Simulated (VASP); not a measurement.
# SnSe (I4/mmm) in VASP: further runs, part 2 of 2

VASP 6.6.1.

## (5) Single point, r2SCAN (strain -0.0100 x Voigt [0, 1, 0, 0, 0, 0])

POSCAR

```
SnSe
1.0
    0.0000000000      2.9799000000      3.0100000000
    3.0100000000      0.0000000000      3.0100000000
    3.0100000000      2.9799000000      0.0000000000
Sn Se
1 1
Direct
    0.0000000000      0.0000000000      0.0000000000
    0.5000000000      0.5000000000      0.5000000000
```

INCAR.step1

```
ALGO     = Normal         # electronic algorithm
EDIFF    = 1E-4           # SCF threshold, eV
ENCUT    = 520            # plane-wave cutoff, eV
GGA      = PE             # functional
ISMEAR   = 0              # smearing method
LASPH    = T              # aspherical terms in the spheres
LCHARG   = F              # write CHGCAR
LREAL    = F              # projectors in reciprocal space
LWAVE    = T              # write WAVECAR
NBANDS   = 17             # bands
NELM     = 80             # most SCF steps
PREC     = Accurate       # precision mode
SIGMA    = 0.05           # smearing width, eV
```

INCAR.step2

```
ALGO     = Normal         # electronic algorithm
EDIFF    = 1E-7           # SCF threshold, eV
ENCUT    = 520            # plane-wave cutoff, eV
ISIF     = 2              # what is computed and relaxed
ISMEAR   = 0              # smearing method
ISTART   = 1            
LASPH    = T              # aspherical terms in the spheres
LCHARG   = T              # write CHGCAR
LELF     = T              # ELF
LMIXTAU  = T            
LREAL    = F              # projectors in reciprocal space
LVHAR    = T            
LWAVE    = F              # write WAVECAR
METAGGA  = R2SCAN         # meta-GGA
NBANDS   = 17             # bands
NELM     = 80             # most SCF steps
PREC     = Accurate       # precision mode
SIGMA    = 0.05           # smearing width, eV
```

KPOINTS

```
k-points
0
Gamma
  10 10 10
```

Potentials or basis: VASP PAW PBE potentials, release 64 (Sn_d, Se).

Started as:

```bash
$ cat potpaw_PBE.64/Sn_d/POTCAR potpaw_PBE.64/Se/POTCAR > POTCAR
$ cp INCAR.step1 INCAR
$ mpirun -np 1 vasp_std > vasp.out
$ cp INCAR.step2 INCAR
$ mpirun -np 1 vasp_std > vasp.out
```

OUTCAR:

```text
EDIFF = 1E-7
   ENCUT = 520
   ISIF = 2
   ISMEAR = 0
   ISTART = 1
   LASPH = T
   LREAL = F
   METAGGA = R2SCAN
   NELM = 80
   PREC = Accurate

 ion  position               nearest neighbor table
   1  0.000  0.000  0.000-   2 2.98   2 2.98   2 3.01   2 3.01   2 3.01   2 3.01
   2  0.500  0.500  0.500-   1 2.98   1 2.98   1 3.01   1 3.01   1 3.01   1 3.01

  LATTYP: Found a body centered tetragonal cell.
 ALAT       =     4.2567828227
 C/A-ratio  =     1.4000714267

  Lattice vectors:

 A1 = (   0.0000000000,  -2.9799000000,   3.0100000000)
 A2 = (   0.0000000000,  -2.9799000000,  -3.0100000000)
 A3 = (   3.0100000000,   2.9799000000,   0.0000000000)

Analysis of symmetry for initial positions (statically):
=====================================================================
 Subroutine PRICEL returns:
 Original cell was already a primitive cell.

 Routine SETGRP: Setting up the symmetry group for a
 body centered tetragonal supercell.

 Subroutine GETGRP returns: Found 16 space group operations
 (whereof 16 operations were pure point group operations)
 out of a pool of 16 trial point group operations.

The static configuration has the point symmetry D_4h.

Analysis of symmetry for dynamics (positions and initial velocities):
=====================================================================
 Subroutine PRICEL returns:
 Original cell was already a primitive cell.

 Routine SETGRP: Setting up the symmetry group for a
 body centered tetragonal supercell.

 Subroutine GETGRP returns: Found 16 space group operations
 (whereof 16 operations were pure point group operations)
 out of a pool of 16 trial point group operations.

The dynamic configuration has the point symmetry D_4h.

 Subroutine INISYM returns: Found 16 space group operations
 (whereof 16 operations are pure point group operations),
 and found     1 'primitive' translations

----------------------------------------------------------------------------------------

                                     Primitive cell

  volume of cell :      53.9964

  direct lattice vectors                    reciprocal lattice vectors
     0.000000000  2.979900000  3.010000000    -0.166112957  0.167790865  0.166112957
     3.010000000  0.000000000  3.010000000     0.166112957 -0.167790865  0.166112957
     3.010000000  2.979900000  0.000000000     0.166112957  0.167790865 -0.166112957

  length of vectors
     4.235552385  4.256782823  4.235552385     0.288688073  0.288688073  0.288688073

  position of ions in fractional coordinates (direct lattice)
     0.000000000  0.000000000  0.000000000
     0.500000000  0.500000000  0.500000000

  ion indices of the primitive-cell ions
   primitive index   ion index
                 1           1
                 2           2

----------------------------------------------------------------------------------------

 KPOINTS: k-points

Automatic generation of k-mesh.
 Grid dimensions read from file:
 generate k-points for:   10   10   10

 Generating k-lattice:

  Cartesian coordinates                     Fractional coordinates (reciprocal lattice)
    -0.016611296  0.016779087  0.016611296     0.100000000  0.000000000 -0.000000000
     0.016611296 -0.016779087  0.016611296     0.000000000  0.100000000  0.000000000
     0.016611296  0.016779087 -0.016611296    -0.000000000  0.000000000  0.100000000

  Length of vectors
     0.028868807  0.028868807  0.028868807

  Shift w.r.t. Gamma in fractional coordinates (k-lattice)
     0.000000000  0.000000000  0.000000000

 Subroutine IBZKPT returns following result:
 ===========================================

 Found    102 irreducible k-points:

 Following reciprocal coordinates:
            Coordinates               Weight
  0.000000  0.000000  0.000000      1.000000
  0.100000  0.000000  0.000000      8.000000
  0.200000  0.000000  0.000000      8.000000
  0.300000  0.000000  0.000000      8.000000
  0.400000  0.000000  0.000000      8.000000
  0.500000  0.000000  0.000000      4.000000
[... 16 lines left out ...]
  0.300000  0.300000  0.000000      4.000000
  0.400000  0.300000  0.000000     16.000000
 [... further k-points ...]
   k-points           NKPTS =    102   k-points in BZ     NKDIM =    102   number of bands    NBANDS=     17
   number of dos      NEDOS =    301   number of ions     NIONS =      2
   total plane-waves  NPLWV =  32768
   dimension x,y,z NGX =    32 NGY =   32 NGZ =   32
   dimension x,y,z NGXF=    64 NGYF=   64 NGZF=   64
   ions per type =               1   1
   NGX,Y,Z   is equivalent  to a cutoff of  12.56, 12.50, 12.56 a.u.
   NGXF,Y,Z  is equivalent  to a cutoff of  25.12, 24.99, 25.12 a.u.
 SYSTEM =  unknown system
   PREC   = accura    normal or accurate (medium, high low for compatibility)
   ISTART =      1    job   : 0-new  1-cont  2-samecut
   ICHARG =      0    charge: 1-file 2-atom 10-const
   ISPIN  =      1    spin polarized calculation?
   LNONCOLLINEAR =      F non collinear calculations
   LSORBIT =      F    spin-orbit coupling
   LASPH  =      T    aspherical Exc in radial PAW
   ENCUT  =  520.0 eV  38.22 Ry    6.18 a.u.   7.88  7.91  7.88*2*pi/ulx,y,z
   NELM   =     80;   NELMIN=  2; NELMDL=  0     # of ELM steps
   EDIFF  = 0.1E-06   stopping-criterion for ELM
   LREAL  =      F    real-space projection
   EDIFFG = 0.1E-05   stopping-criterion for IOM
   NSW    =      0    number of steps for IOM
   IBRION =     -1    ionic relax: 0-MD 1-quasi-New 2-CG
   NFREE  =      0    steps in history (QN), initial steepest desc. (CG)
   ISIF   =      2    stress and relaxation
   ISYM   =      2    0-nonsym 1-usesym 2-fastsym
   POTIM  = 0.5000    time-step for ionic-motion
   TEBEG  =    0.0;   TEEND  =   0.0 temperature during run
   PSTRESS=    0.0 pullay stress
   NELECT =      20.0000    total number of electrons
   NUPDOWN=      -1.0000    fix difference up-down
   EMIN   =  10.00;   EMAX   =-10.00  energy-range for DOS
   EFERMI =   0.00;   METHOD = LEGACY
   ISMEAR =     0;   SIGMA  =   0.05  broadening in eV -4-tet -1-fermi 0-gaus
   EFERMI_NEDOS =   21; number of points for ismear=-14 and -15
   IALGO  =     38    algorithm
   IMIX   =      4    mixing-type and parameters
     AMIX     =   0.40;   BMIX     =  1.00
     AMIX_MAG =   1.60;   BMIX_MAG =  1.00
  volume/ion in A,a.u.               =      27.00       182.19
  Fermi-wavevector in a.u.,A,eV,Ry     =   1.175700  2.221751 18.806939  1.382271
  Thomas-Fermi vector in A             =   2.312076
   LORBIT       =      0    0 simple, 1 ext, 2 COOP (PROOUT), +10 PAW based schemes
   METAGGA = R2SCAN    functional components
   LHFCALC =     F    Hartree Fock is set to
   AEXX    =    0.0000 exact exchange contribution
   IVDW    =     0    specifies the selected vdW correction
   LEPSILON=     F    determine dielectric tensor
   LRPA    =     F    only Hartree local field effects (RPA)
 non-spin polarized calculation
 Gauss-broadening in eV      SIGMA  =   0.05
  energy-cutoff  :      520.00
  volume of cell :       54.00
 maximum number of plane-waves:      1468
   NGX = 15   NGY = 15   NGZ = 15

 number of electron      20.0000007 magnetization

 Free energy of the ion-electron system (eV)
  ---------------------------------------------------
  ext. energy  EPLUGINS =         0.00000000
  ---------------------------------------------------
  free energy    TOTEN  =       -39.87221414 eV

  energy without entropy =      -39.87221414  energy(sigma->0) =      -39.87221414

 E-fermi :   6.0297     XC(G=0): -10.2371

 val. band max:        5.8179006068   @ k =   0.5000   0.0000   0.0000
 cond. band min:       6.2948924023   @ k =  -0.4000   0.0000   0.1000
 fundamental gap:      0.4769917954
 Fermi energy:         6.0297290251

 k-point     1 :       0.0000    0.0000    0.0000
  band No.  band energies     occupation
      1     -16.7249      2.00000
      2     -16.7221      2.00000
      3     -16.7206      2.00000
      4     -16.7190      2.00000
      5     -16.7190      2.00000
      6      -8.9708      2.00000
[... 9 lines left out ...]
     16      11.9017      0.00000
     17      14.0756      0.00000

 k-point     2 :       0.1000    0.0000    0.0000
  band No.  band energies     occupation
      1     -16.7254      2.00000
      2     -16.7219      2.00000
      3     -16.7208      2.00000
      4     -16.7183      2.00000
      5     -16.7180      2.00000
      6      -8.8957      2.00000
[... 9 lines left out ...]
     16      12.1279      0.00000
     17      14.8094      0.00000
[... 421 lines left out ...]
 k-point    24 :       0.4000    0.3000    0.0000
  band No.  band energies     occupation
      1     -16.7479      2.00000
      2     -16.7232      2.00000
      3     -16.7168      2.00000
      4     -16.7082      2.00000
      5     -16.7039      2.00000
      6      -7.9794      2.00000
[... 9 lines left out ...]
     16      16.9683      0.00000
     17      17.5278      0.00000

 [... further k-points ...]
[... 5 lines left out ...]
  --------------------------------------------------------------------------------------
  -------------------------------------------------------------------------------------
  Total        0.0304496      0.4747737      0.0304496      0.0000000      0.0000000      0.0000000
  in kB        0.9035000     14.0874556      0.9035000      0.0000000      0.0000000      0.0000000
  external PRESSURE =       5.2981519 kB  Pullay stress =       0.0000000 kB

 VOLUME and BASIS-vectors are now :
 -----------------------------------------------------------------------------
  energy-cutoff  :      520.00
  volume of cell :       54.00
      direct lattice vectors                 reciprocal lattice vectors
     0.000000000  2.979900000  3.010000000    -0.166112957  0.167790865  0.166112957
     3.010000000  0.000000000  3.010000000     0.166112957 -0.167790865  0.166112957
     3.010000000  2.979900000  0.000000000     0.166112957  0.167790865 -0.166112957

 POSITION                                       TOTAL-FORCE (eV/Angst)
 -----------------------------------------------------------------------------------
      0.00000      0.00000      0.00000         0.000000      0.000000     -0.000000
      3.01000      2.97990      3.01000        -0.000000      0.000000      0.000000
 -----------------------------------------------------------------------------------
    total drift:                                0.000000     -0.000000     -0.000000

  FREE ENERGIE OF THE ION-ELECTRON SYSTEM (eV)
  ---------------------------------------------------
  free  energy   TOTEN  =       -39.8722141434 eV

  energy  without entropy=      -39.8722141434  energy(sigma->0) =      -39.87221414
```

Wall time 1.9 min (1 thread of Intel Xeon 6975P-C (Granite Rapids), shared host); peak memory 0.25 GiB.

Results:

```
Free energy            : -39.8722 eV
Pressure               : 0.5 GPa
Band gap on the k mesh : 0.48 eV, indirect (least direct gap 0.50 eV)
```

Caveat: the cell differs from its parent crystal (strain -0.0100 x Voigt [0, 1, 0, 0, 0, 0]); the PAW data sets were made with another functional, which shifts forces and pressure a little; spin-orbit coupling is left out, which moves the levels of the heavy elements. A k mesh can miss the band edges.

## (6) Single point, r2SCAN (strain -0.0050 x Voigt [0, 1, 0, 0, 0, 0])

POSCAR

```
SnSe
1.0
    0.0000000000      2.9949500000      3.0100000000
    3.0100000000      0.0000000000      3.0100000000
    3.0100000000      2.9949500000      0.0000000000
Sn Se
1 1
Direct
    0.0000000000      0.0000000000      0.0000000000
    0.5000000000      0.5000000000      0.5000000000
```

INCAR.step1

```
SYSTEM = SnSe
PREC = Accurate
ENCUT = 520
ISMEAR = 0
SIGMA = 0.05
LREAL = .FALSE.
LASPH = .TRUE.
NELM = 80
NBANDS = 17
GGA = PE
ALGO = Normal
EDIFF = 1E-4
LWAVE = .TRUE.
LCHARG = .FALSE.
```

INCAR.step2

```
SYSTEM = SnSe
PREC = Accurate
ENCUT = 520
EDIFF = 1E-6
ISMEAR = 0
SIGMA = 0.05
LREAL = .FALSE.
LASPH = .TRUE.
NELM = 80
ALGO = Normal
ISIF = 2
LWAVE = .FALSE.
LCHARG = .FALSE.
METAGGA = R2SCAN
LMIXTAU = .TRUE.
NBANDS = 17
ISTART = 1
```

KPOINTS

```
regular mesh
0
G
  10 10 10
  0 0 0
```

Potentials or basis: VASP PAW PBE potentials, release 64 (Sn_d, Se).

Started as:

```bash
$ cat potpaw_PBE.64/Sn_d/POTCAR potpaw_PBE.64/Se/POTCAR > POTCAR
$ cp INCAR.step1 INCAR
$ mpirun -np 1 vasp_std > vasp.out
$ cp INCAR.step2 INCAR
$ mpirun -np 1 vasp_std > vasp.out
```

It took 1.8 min on 1 thread of Intel Xeon 6975P-C (Granite Rapids), shared host; peak memory 0.25 GiB.

It converged, with:

* Free energy: -39.8741 eV
* Pressure: 0.2 GPa
* Band gap on the k mesh: 0.48 eV, indirect (the least direct gap lies 2.3 meV higher)

Stress tensor (GPa, compression positive):
```
0.03 0.00 0.00
0.00 0.67 0.00
0.00 0.00 0.03
```

Levels at points of the mesh, in eV from the valence-band top:
| k point | band 7 | band 8 | band 9 | band 10 | band 11 | band 12 | band 13 | band 14 |
| --- | --- | --- | --- | --- | --- | --- | --- | --- |
| (0.00, 0.00, 0.00) | -5.24 | -2.68 | -2.63 | -2.63 | 4.34 | 4.34 | 4.46 | 6.02 |
| (0.50, 0.00, 0.00) | -8.60 | -2.39 | -2.38 | 0.00 | 0.48 | 1.12 | 1.15 | 8.58 |
| (0.50, 0.50, 0.00) | -6.35 | -5.98 | -4.15 | -4.09 | 3.10 | 5.44 | 5.57 | 6.17 |
| (0.50, 0.00, 0.50) | -6.37 | -5.99 | -4.13 | -4.13 | 3.09 | 5.48 | 5.48 | 6.24 |

Caveat: the cell differs from its parent crystal (strain -0.0050 x Voigt [0, 1, 0, 0, 0, 0]); the PAW data sets were made with another functional, which shifts forces and pressure a little; spin-orbit coupling is left out, which moves the levels of the heavy elements. A k mesh can miss the band edges.

## (7) Summary

| cell | gap on the mesh (eV) | pressure (GPa) |
| --- | --- | --- |
| a = 4.300, b = 4.257 Å, angles 60.3, 59.3, 60.3°, 2 atoms | 0.38 | -1.0 |
| a = 4.214, b = 4.257 Å, angles 59.7, 60.7, 59.7°, 2 atoms | 0.48 | 1.2 |
| a = 4.225, b = 4.257 Å, angles 59.8, 60.5, 59.8°, 2 atoms | 0.48 | 0.8 |
| a = 4.236, b = 4.257 Å, angles 59.8, 60.3, 59.8°, 2 atoms | 0.48 | 0.5 |
| a = 4.246, b = 4.257 Å, angles 59.9, 60.2, 59.9°, 2 atoms | 0.48 | 0.2 |

Alike in all rows: task single point; level r2SCAN; potentials or basis VASP PAW PBE potentials, release 64 (Sn_d, Se); no spin polarisation; k mesh 10 × 10 × 10; cutoff (eV) 520; smearing gaussian 0.05 eV.

Caveats: the PAW data sets were made with another functional, which shifts forces and pressure a little; spin-orbit coupling is left out, which moves the levels of the heavy elements.

Absolute energies hang on the potentials; compare differences alone.
